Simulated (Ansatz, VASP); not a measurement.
**One calculation of TePb, two programs**

Contents of POSCAR:

```
TePb
1.0
    0.0000000000      3.5056409327      2.7343999275
    3.5056409327      0.0000000000      2.7343999275
    3.5056409327      3.5056409327      0.0000000000
Te Pb
1 1
Direct
    0.5000000000      0.5000000000      0.5000000000
    0.0000000000      0.0000000000      0.0000000000
```

INCAR.step1

```
SYSTEM = TePb
ALGO = Normal
EDIFF = 1E-4
ENCUT = 520
GGA = PE
ISMEAR = 0
LASPH = .True.
LCHARG = .False.
LREAL = .False.
LWAVE = .True.
NBANDS = 17
NELM = 60
PREC = Accurate
SIGMA = 0.05
```

INCAR.step2

```
SYSTEM = TePb
ALGO = Normal
EDIFF = 1E-7
ENCUT = 520
ISIF = 2
ISMEAR = 0
ISTART = 1
LASPH = .True.
LCHARG = .True.
LELF = .True.
LMIXTAU = .True.
LREAL = .False.
LVHAR = .True.
LWAVE = .False.
METAGGA = R2SCAN
NBANDS = 17
NELM = 60
PREC = Accurate
SIGMA = 0.05
```

File KPOINTS:

```
k-points
0
Gamma
  8 8 8
  0 0 0
```

Input for Ansatz:

```yaml
crystal:
  lattice:
    - [0.0, 3.5056409327, 2.7343999275]
    - [3.5056409327, 0.0, 2.7343999275]
    - [3.5056409327, 3.5056409327, 0.0]
  atoms:
    - { symbol: Te, position: [0.5, 0.5, 0.5] }
    - { symbol: Pb, position: [0.0, 0.0, 0.0] }
basis:
  ecutwfc: 500
kpoints:
  mp_grid: { grid: [8, 8, 8] }
hamiltonian:
  xc: r2scan
scf:
  occupations: { method: gaussian, width: 0.05 }
output:
  forces: true
  stress: true
  eigenvalues: true
```

Alike in both runs: task single point; functional r2SCAN; k mesh 8 × 8 × 8; occupations gaussian, width 0.05 eV; no spin polarisation.

```csv
,VASP,Ansatz
version,VASP 6.6.1,Ansatz 0.2.0
potentials or method,"VASP PAW PBE potentials, release 64 (Te, Pb_d), cutoff 520 eV","scalar-relativistic, plane waves, PAW"
valence electrons in the cell,20,30
```

Ansatz gave:

* gap on the k mesh at the Fermi level (eV): none
* pressure (GPa): 8.9
* traceless stress, the component that is largest in VASP (GPa): 23.06

Task: What did VASP give for the same quantities?

Result: gap on the k mesh at the Fermi level (eV): none; pressure (GPa): 8.9; traceless stress, the component that is largest in VASP (GPa): 23.02.

VASP's potentials were made for PBE, not for r2SCAN. A gap of «none» marks a metal or a gap that the smearing closes. The functional is the same, so the differences come from potentials, cutoffs and numerics. VASP's potentials hold 20 valence electrons a cell and Ansatz's 30, so a difference there can come from the potentials and not from the codes.

Neither program's run includes spin-orbit coupling.
